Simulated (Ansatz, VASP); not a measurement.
Re: VASP beside Ansatz

```xyz
2
Lattice="2.7392 0.0000 0.0000 -1.3696 2.3722 0.0000 0.0000 0.0000 4.4119" Properties=species:S:1:pos:R:3 pbc="T T T"
Re    0.0000    1.5815    1.1030
Re    1.3696    0.7907    3.3089
```

Alike in both runs: task single point; functional LDA; k mesh 13 × 13 × 7; occupations gaussian, width 0.01 eV; no spin polarisation.

|  | VASP | Ansatz |
| --- | --- | --- |
| version | VASP 6.6.1 | Ansatz 0.2.0 |
| potentials or method | VASP PAW LDA potentials, release 64 (Re_sv_GW), cutoff 560 eV | plane waves (420 eV) with PAW, scalar-relativistic |
| valence electrons in the cell | 30 | 30 |

|  | VASP | Ansatz | Ansatz less VASP |
| --- | --- | --- | --- |
| pressure (GPa) | -0.3 | -0.3 | +0.01 |
| traceless stress, the component that is largest in VASP (GPa) | -0.39 | -0.61 | -0.225 |

Ansatz warns that its potentials were made for another functional, while VASP's fit it. LDA's correlation is that of Perdew and Zunger in VASP and of Perdew and Wang (1992) in Ansatz.

Spin-orbit coupling is off throughout.
